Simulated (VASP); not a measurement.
# TeW (P6_3mc) in VASP: a series of runs, part 2 of 2

VASP 6.6.1. Earlier steps stand in the parts before.

## (3) Relaxation of cell and atoms, PBE

This run uses another cell than the first one, of 26.90 Å³/atom, 0.946 times its volume.

INCAR

```
PREC = Accurate
ENCUT = 600
EDIFF = 1E-6
ISMEAR = 0
SIGMA = 0.1
LREAL = False
LASPH = True
NELM = 60
ALGO = Normal
ISIF = 3
LWAVE = False
LCHARG = False
GGA = PE
IBRION = 2
NSW = 90
EDIFFG = -0.04
```

KPOINTS

```
Automatic mesh
0
Gamma
  6 6 4
```

POSCAR

```
TeW
1.0
    4.2648891107      0.0000000000      0.0000000000
   -2.1324445553      3.6935023142      0.0000000000
    0.0000000000      0.0000000000      6.8300728350
Te W
2 2
Direct
    0.3333333333      0.6666666667      0.0000000000
    0.6666666667      0.3333333333      0.5000000000
    0.3333333333      0.6666666667      0.3821000000
    0.6666666667      0.3333333333      0.8821000000
```

Potentials or basis: VASP PAW PBE potentials, release 64 (Te, W_sv).

Command:

```bash
cat potpaw_PBE.64/Te/POTCAR potpaw_PBE.64/W_sv/POTCAR > POTCAR
mpirun -np 1 vasp_std > vasp.out
```

OUTCAR:

```text
PREC = Accurate
   ENCUT = 600
   EDIFF = 1E-6
   ISMEAR = 0
   LREAL = False
   LASPH = True
   NELM = 60
   ISIF = 3
   GGA = PE
   IBRION = 2
   NSW = 90
   EDIFFG = -0.04

 ion  position               nearest neighbor table
   1  0.333  0.667  0.000-   4 2.59   4 2.59   4 2.59   3 2.61
   2  0.667  0.333  0.500-   3 2.59   3 2.59   3 2.59   4 2.61
   3  0.333  0.667  0.382-   2 2.59   2 2.59   2 2.59   1 2.61
   4  0.667  0.333  0.882-   1 2.59   1 2.59   1 2.59   2 2.61

  LATTYP: Found a hexagonal cell.
 ALAT       =     4.2648891107
 C/A-ratio  =     1.6014655147

  Lattice vectors:

 A1 = (   4.2648891107,   0.0000000000,   0.0000000000)
 A2 = (  -2.1324445553,   3.6935023142,   0.0000000000)
 A3 = (   0.0000000000,   0.0000000000,   6.8300728350)

Analysis of symmetry for initial positions (statically):
=====================================================================
 Subroutine PRICEL returns:
 Original cell was already a primitive cell.

 Routine SETGRP: Setting up the symmetry group for a
 hexagonal supercell.

 Subroutine GETGRP returns: Found 12 space group operations
 (whereof  6 operations were pure point group operations)
 out of a pool of 24 trial point group operations.

The static configuration has the point symmetry C_3v.
 The point group associated with its full space group is C_6v.

Analysis of symmetry for dynamics (positions and initial velocities):
=====================================================================
 Subroutine PRICEL returns:
 Original cell was already a primitive cell.

 Routine SETGRP: Setting up the symmetry group for a
 hexagonal supercell.

 Subroutine GETGRP returns: Found 12 space group operations
 (whereof  6 operations were pure point group operations)
 out of a pool of 24 trial point group operations.

The dynamic configuration has the point symmetry C_3v.
 The point group associated with its full space group is C_6v.

 Subroutine INISYM returns: Found 12 space group operations
 (whereof  6 operations are pure point group operations),
 and found     1 'primitive' translations

----------------------------------------------------------------------------------------

                                     Primitive cell

  volume of cell :     107.5899

  direct lattice vectors                    reciprocal lattice vectors
     4.264889111  0.000000000  0.000000000     0.234472685  0.135372868  0.000000000
    -2.132444555  3.693502314  0.000000000     0.000000000  0.270745735  0.000000000
     0.000000000  0.000000000  6.830072835     0.000000000  0.000000000  0.146411323

  length of vectors
     4.264889111  4.264889111  6.830072835     0.270745735  0.270745735  0.146411323

  position of ions in fractional coordinates (direct lattice)
     0.333333333  0.666666667  0.000000000
     0.666666667  0.333333333  0.500000000
     0.333333333  0.666666667  0.382100000
     0.666666667  0.333333333  0.882100000

  ion indices of the primitive-cell ions
   primitive index   ion index
                 1           1
                 2           2
                 3           3
                 4           4

----------------------------------------------------------------------------------------

 KPOINTS: Automatic mesh

Automatic generation of k-mesh.
 Grid dimensions read from file:
 generate k-points for:    6    6    4

 Generating k-lattice:

  Cartesian coordinates                     Fractional coordinates (reciprocal lattice)
     0.039078781  0.022562145  0.000000000     0.166666667  0.000000000  0.000000000
     0.000000000  0.045124289  0.000000000     0.000000000  0.166666667  0.000000000
     0.000000000  0.000000000  0.036602831     0.000000000  0.000000000  0.250000000

  Length of vectors
     0.045124289  0.045124289  0.036602831

  Shift w.r.t. Gamma in fractional coordinates (k-lattice)
     0.000000000  0.000000000  0.000000000

 Subroutine IBZKPT returns following result:
 ===========================================

 Found     21 irreducible k-points:

 Following reciprocal coordinates:
            Coordinates               Weight
  0.000000  0.000000  0.000000      1.000000
  0.166667  0.000000  0.000000      6.000000
  0.333333  0.000000  0.000000      6.000000
  0.500000  0.000000  0.000000      3.000000
  0.166667  0.166667  0.000000      6.000000
  0.333333  0.166667  0.000000     12.000000
[... 13 lines left out ...]
  0.333333  0.166667  0.500000     12.000000
  0.333333  0.333333  0.500000      2.000000
   k-points           NKPTS =     21   k-points in BZ     NKDIM =     21   number of bands    NBANDS=     24
   number of dos      NEDOS =    301   number of ions     NIONS =      4
   total plane-waves  NPLWV =  72576
   dimension x,y,z NGX =    36 NGY =   36 NGZ =   56
   dimension x,y,z NGXF=    72 NGYF=   72 NGZF=  112
   ions per type =               2   2
   NGX,Y,Z   is equivalent  to a cutoff of  14.03, 14.03, 13.63 a.u.
   NGXF,Y,Z  is equivalent  to a cutoff of  28.07, 28.07, 27.26 a.u.
 SYSTEM =  unknown system
   PREC   = accura    normal or accurate (medium, high low for compatibility)
   ISTART =      0    job   : 0-new  1-cont  2-samecut
   ICHARG =      2    charge: 1-file 2-atom 10-const
   ISPIN  =      1    spin polarized calculation?
   LNONCOLLINEAR =      F non collinear calculations
   LSORBIT =      F    spin-orbit coupling
   LASPH  =      T    aspherical Exc in radial PAW
   ENCUT  =  600.0 eV  44.10 Ry    6.64 a.u.   8.52  8.52 13.64*2*pi/ulx,y,z
   NELM   =     60;   NELMIN=  2; NELMDL= -5     # of ELM steps
   EDIFF  = 0.1E-05   stopping-criterion for ELM
   LREAL  =      F    real-space projection
   EDIFFG = -.4E-01   stopping-criterion for IOM
   NSW    =     90    number of steps for IOM
   IBRION =      2    ionic relax: 0-MD 1-quasi-New 2-CG
   NFREE  =      1    steps in history (QN), initial steepest desc. (CG)
   ISIF   =      3    stress and relaxation
   ISYM   =      2    0-nonsym 1-usesym 2-fastsym
   POTIM  = 0.5000    time-step for ionic-motion
   TEBEG  =    0.0;   TEEND  =   0.0 temperature during run
   PSTRESS=    0.0 pullay stress
   NELECT =      40.0000    total number of electrons
   NUPDOWN=      -1.0000    fix difference up-down
   EMIN   =  10.00;   EMAX   =-10.00  energy-range for DOS
   EFERMI =   0.00;   METHOD = LEGACY
   ISMEAR =     0;   SIGMA  =   0.10  broadening in eV -4-tet -1-fermi 0-gaus
   EFERMI_NEDOS =   21; number of points for ismear=-14 and -15
   IALGO  =     38    algorithm
   IMIX   =      4    mixing-type and parameters
     AMIX     =   0.40;   BMIX     =  1.00
     AMIX_MAG =   1.60;   BMIX_MAG =  1.00
  volume/ion in A,a.u.               =      26.90       181.51
  Fermi-wavevector in a.u.,A,eV,Ry     =   1.177166  2.224521 18.853859  1.385720
  Thomas-Fermi vector in A             =   2.313517
   LORBIT       =      0    0 simple, 1 ext, 2 COOP (PROOUT), +10 PAW based schemes
   GGA     = PE    functional components
   LHFCALC =     F    Hartree Fock is set to
   AEXX    =    0.0000 exact exchange contribution
   IVDW    =     0    specifies the selected vdW correction
   LEPSILON=     F    determine dielectric tensor
   LRPA    =     F    only Hartree local field effects (RPA)
 conjugate gradient relaxation of ions
 non-spin polarized calculation
 Gauss-broadening in eV      SIGMA  =   0.10
  energy-cutoff  :      600.00
  volume of cell :      107.59
 maximum number of plane-waves:      3628
 NGX is ok and might be reduce to    36
   NGX = 17   NGY = 17   NGZ = 27

--------------------------------------- Ionic step        1  -------------------------------------------

 number of electron      40.0000001 magnetization

 Free energy of the ion-electron system (eV)
  ---------------------------------------------------
  ext. energy  EPLUGINS =         0.00000000
  ---------------------------------------------------
  free energy    TOTEN  =       -26.04227558 eV

  energy without entropy =      -26.00895169  energy(sigma->0) =      -26.02561363

 E-fermi :   6.8980     XC(G=0): -10.1371

 val. band max:        6.8926026383   @ k =   0.1667   0.1667   0.2500
 cond. band min:       6.9118739432   @ k =   0.1667   0.0000   0.2500
 fundamental gap:      0.0192713048
 Fermi energy:         6.8980116401

 k-point     1 :       0.0000    0.0000    0.0000
  band No.  band energies     occupation
      1     -66.8071      2.00000
      2     -66.8065      2.00000
      3     -31.1777      2.00000
      4     -31.1506      2.00000
      5     -31.0782      2.00000
      6     -31.0782      2.00000
[... 663 lines left out ...]
  FREE ENERGIE OF THE ION-ELECTRON SYSTEM (eV)
  ---------------------------------------------------
  free  energy   TOTEN  =       -26.1582112515 eV

  energy  without entropy=      -26.1221566956  energy(sigma->0) =      -26.14018397

[... ionic steps 4 to 9 ...]

--------------------------------------- Ionic step       10  -------------------------------------------

 number of electron      40.0000002 magnetization

------------------------ aborting loop because EDIFF is reached ----------------------------------------
[... 71 lines left out ...]
--------------------------------------- Ionic step       12  -------------------------------------------

 number of electron      40.0000001 magnetization

 Free energy of the ion-electron system (eV)
  ---------------------------------------------------
  ext. energy  EPLUGINS =         0.00000000
  ---------------------------------------------------
  free energy    TOTEN  =       -26.16303121 eV

  energy without entropy =      -26.13359200  energy(sigma->0) =      -26.14831160

 E-fermi :   6.3659     XC(G=0):  -9.8852

 val. band max:        6.3073829730   @ k =   0.5000   0.0000   0.0000
 cond. band min:       6.3782299277   @ k =   0.0000   0.0000   0.2500
 fundamental gap:      0.0708469547
 Fermi energy:         6.3659031211

 k-point     1 :       0.0000    0.0000    0.0000
  band No.  band energies     occupation
      1     -67.4592      2.00000
      2     -67.4587      2.00000
      3     -31.7844      2.00000
      4     -31.7629      2.00000
      5     -31.7048      2.00000
      6     -31.7048      2.00000
[... 587 lines left out ...]
  FREE ENERGIE OF THE ION-ELECTRON SYSTEM (eV)
  ---------------------------------------------------
  free  energy   TOTEN  =       -26.1630312063 eV

  energy  without entropy=      -26.1335919954  energy(sigma->0) =      -26.14831160

 reached required accuracy - stopping structural energy minimisation
```

OSZICAR:

```text
N       E                     dE             d eps       ncg     rms          rms(c)
DAV:   1     0.417734628702E+03    0.41773E+03   -0.24080E+04  1136   0.179E+03
[... 95 lines left out ...]
DAV:   1    -0.261828317927E+02   -0.20790E-01   -0.84406E-01  1008   0.948E+00    0.854E-01
DAV:   2    -0.261674219385E+02    0.15410E-01   -0.92978E-02  1008   0.211E+00    0.381E-01
DAV:   3    -0.261631335871E+02    0.42884E-02   -0.14539E-02  1256   0.658E-01    0.136E-01
DAV:   4    -0.261630341766E+02    0.99410E-04   -0.10864E-03  1472   0.184E-01    0.375E-02
DAV:   5    -0.261630298562E+02    0.43204E-05   -0.51988E-05  1280   0.409E-02    0.244E-02
DAV:   6    -0.261630310588E+02   -0.12026E-05   -0.10385E-05  1232   0.198E-02    0.385E-03
DAV:   7    -0.261630312063E+02   -0.14755E-06   -0.53989E-07   712   0.529E-03
  12 F= -.26163031E+02 E0= -.26148312E+02  d E =-.271282E-02
```

It took 6.9 min on 1 thread of Intel Xeon Platinum 8259CL at 2.50GHz (Skylake/Cascade Lake), shared host; peak memory 0.3 GiB.

What came out:

```yaml
Free_energy: -26.1630 eV
Relaxed_volume: 28.40 Å³/atom
Relaxed_cell: a = 4.392 Å, b = 4.392 Å, c = 6.799 Å, α = 90.00°, β = 90.00°, γ = 120.00°
Space_group_after_relaxing_to_0.05_Å: P6_3mc (No. 186)
Energy_gained_by_relaxing: 30.2 meV/atom
Ionic_steps: 12
Pressure_after_relaxing: -0.1 GPa
Largest_force_after_relaxing: 0.008 eV/Å
Band_gap_on_the_k_mesh: zero (band 20 reaches 6.61 eV, above the bottom of band 21 at 6.26 eV)
```

Forces in eV/Å, atoms in the order of the input:
```
Te   0.000  0.000  0.008
Te   0.000  0.000  0.008
W    0.000  0.000 -0.008
W    0.000  0.000 -0.008
```

Step by step:
```tsv
step	energy change (eV)	largest force (eV/Å)	pressure (GPa)	volume (Å³)
1	0.0000	0.1865	6.03	107.59
2	0.1307	0.2637	-6.68	124.12
3	-0.1159	0.0622	-0.12	113.90
4	-0.1160	0.0584	-0.03	113.77
5	-0.1160	0.0545	0.07	113.64
6	-0.1166	0.0285	0.06	113.66
7	-0.1179	0.0483	-0.04	113.70
8	-0.1180	0.0853	-0.09	113.72
9	-0.1182	0.0819	-0.10	113.71
10	-0.1188	0.0715	-0.10	113.69
11	-0.1198	0.0503	-0.11	113.66
12	-0.1208	0.0078	-0.13	113.59
```

Final structure:
```
Te W
1.0
     4.39210    0.00000    0.00000
    -2.19605    3.80367    0.00000
     0.00000    0.00000    6.79906
Te W
2 2
Direct
  0.33333 0.66667 0.99716
  0.66667 0.33333 0.49716
  0.33333 0.66667 0.38494
  0.66667 0.33333 0.88494
```

Caveat: spin-orbit coupling is left out, which moves the levels of the heavy elements.

## (4) Single point, PBE

This run uses another cell than the first one, of 21.46 Å³/atom, 0.755 times its volume.

INCAR

```
PREC = Accurate
ENCUT = 520
EDIFF = 1E-7
ISMEAR = 0
SIGMA = 0.1
LREAL = False
LASPH = True
NELM = 80
ALGO = Normal
ISIF = 2
LWAVE = False
LCHARG = True
GGA = PE
LELF = True
LVHAR = True
NBANDS = 28
```

KPOINTS

```
regular mesh
0
Gamma
  18 18 6
```

POSCAR

```
TeW
1.0
    3.2779769778      0.0000000000      0.0000000000
   -1.6389884889      2.8388113358      0.0000000000
    0.0000000000      0.0000000000      9.2229189377
Te W
2 2
Direct
    0.3333333333      0.6666666667      1.0425654250
    0.6666666667      0.3333333333      0.5425654250
    0.3333333333      0.6666666667      0.3395345750
    0.6666666667      0.3333333333      0.8395345750
```

Command:

```bash
cat potpaw_PBE.64/Te/POTCAR potpaw_PBE.64/W_sv/POTCAR > POTCAR
mpirun -np 1 vasp_std > vasp.out
```

It took 4 min on 1 thread of Intel Xeon Platinum 8259CL at 2.50GHz (Skylake/Cascade Lake), shared host; peak memory 0.41 GiB.

It converged, with:

| Property | Result |
| --- | --- |
| Free energy | -29.2579 eV |
| Pressure | 0.0 GPa |
| Largest force | 0.005 eV/Å |
| Band gap on the k mesh | zero (band 20 reaches 9.93 eV, above the bottom of band 21 at 9.74 eV) |

Forces in eV/Å, atoms in the order of the input:
```
Te   0.000  0.000 -0.005
Te   0.000  0.000 -0.005
W    0.000  0.000  0.005
W    0.000  0.000  0.005
```

Levels at points of the mesh, in eV from the Fermi level:
| k point | band 18 | band 19 | band 20 | band 21 | band 22 | band 23 |
| --- | --- | --- | --- | --- | --- | --- |
| (0.00, 0.00, 0.00) | -1.26 | -0.02 | -0.02 | 0.41 | 0.41 | 2.12 |
| (0.50, 0.00, 0.00) | -1.68 | -1.17 | -0.51 | 1.35 | 2.29 | 2.43 |
| (0.00, 0.00, 0.50) | -1.38 | 0.16 | 0.16 | 0.16 | 0.16 | 3.36 |
| (0.50, 0.00, 0.50) | -2.22 | -0.42 | -0.42 | 2.06 | 2.06 | 2.37 |

Caveat: spin-orbit coupling is left out, which moves the levels of the heavy elements.

## (5) Single point, PBE

This run uses another cell than the first one, of 26.90 Å³/atom, 0.946 times its volume.

INCAR

```
SYSTEM = TeW
ALGO     = Normal         ! electronic algorithm
EDIFF    = 1E-6           ! SCF threshold, eV
ENCUT    = 500            ! plane-wave cutoff, eV
GGA      = PE             ! functional
GGA_COMPAT= .FALSE.      
ISIF     = 2              ! what is computed and relaxed
ISMEAR   = 0              ! smearing method
LASPH    = .TRUE.         ! aspherical terms in the spheres
LCHARG   = .TRUE.         ! write CHGCAR
LELF     = .TRUE.         ! ELF
LREAL    = .FALSE.        ! projectors in reciprocal space
LVHAR    = .TRUE.       
LWAVE    = .FALSE.        ! write WAVECAR
NBANDS   = 28             ! bands
NELM     = 120            ! most SCF steps
PREC     = Accurate       ! precision mode
SIGMA    = 0.1            ! smearing width, eV
```

KPOINTS

```
k-points
0
G
  6 6 4
  0 0 0
```

POSCAR

```
TeW
1.0
    4.2648891107      0.0000000000      0.0000000000
   -2.1324445553      3.6935023142      0.0000000000
    0.0000000000      0.0000000000      6.8300728350
Te W
2 2
Direct
    0.3333333333      0.6666666667      0.0000000000
    0.6666666667      0.3333333333      0.5000000000
    0.3333333333      0.6666666667      0.3821000000
    0.6666666667      0.3333333333      0.8821000000
```

Command:

```bash
cat potpaw_PBE.64/Te/POTCAR potpaw_PBE.64/W_sv/POTCAR > POTCAR
mpirun -np 1 vasp_std > vasp.out
```

Wall time 41 s (1 thread of Intel Xeon Platinum 8259CL at 2.50GHz (Skylake/Cascade Lake), shared host); peak memory 0.23 GiB.

Results (log left out):

* Free energy: -26.0416 eV
* Pressure: 6.0 GPa
* Largest force: 0.187 eV/Å
* Band gap on the k mesh: zero (band 20 reaches 7.12 eV, above the bottom of band 21 at 6.80 eV)

Forces on the atoms (eV/Å):
```
Te   0.000  0.000  0.187
Te   0.000  0.000  0.187
W    0.000  0.000 -0.187
W    0.000  0.000 -0.187
```

Stress tensor (GPa, compression positive):
```
6.95 0.00 0.00
0.00 6.95 0.00
0.00 0.00 4.15
```

Levels at points of the mesh, in eV from the Fermi level:
```csv
k point,band 17,band 18,band 19,band 20,band 21,band 22,band 23,band 24
"(0.00, 0.00, 0.00)",-0.82,-0.82,-0.21,0.05,0.05,1.88,2.78,2.78
"(0.50, 0.00, 0.00)",-1.30,-0.98,-0.43,-0.19,-0.04,0.29,0.61,1.18
"(0.00, 0.00, 0.50)",-0.29,-0.29,-0.29,-0.29,1.95,1.95,3.09,3.09
"(0.50, 0.00, 0.50)",-0.61,-0.61,-0.16,-0.16,-0.03,-0.03,1.50,1.50
```

Caveat: spin-orbit coupling is left out, which moves the levels of the heavy elements.

## (6) The runs side by side

| task | cell | k mesh | cutoff (eV) | gap on the mesh (eV) | pressure (GPa) | largest force (eV/Å) |
| --- | --- | --- | --- | --- | --- | --- |
| single point | a = 4.378, b = 4.378, c = 6.847 Å, angles 90.0, 90.0, 120.0°, 4 atoms | 6 × 6 × 4 | 520 | none | -0.1 | - |
| relaxation of cell and atoms | relaxed from a = 4.265, b = 4.265, c = 6.830 Å, angles 90.0, 90.0, 120.0°, 4 atoms | 6 × 6 × 4 | 600 | none | -0.1 | 0.01 |
| single point | a = 3.278, b = 3.278, c = 9.223 Å, angles 90.0, 90.0, 120.0°, 4 atoms | 18 × 18 × 6 | 520 | none | 0.0 | 0.01 |
| single point | a = 4.265, b = 4.265, c = 6.830 Å, angles 90.0, 90.0, 120.0°, 4 atoms | 6 × 6 × 4 | 500 | none | 6.0 | 0.19 |

Alike in all rows: level PBE; potentials or basis VASP PAW PBE potentials, release 64 (Te, W_sv); no spin polarisation; smearing gaussian 0.1 eV.

Caveats: spin-orbit coupling is left out, which moves the levels of the heavy elements.

Absolute energies hang on the potentials; compare differences alone.
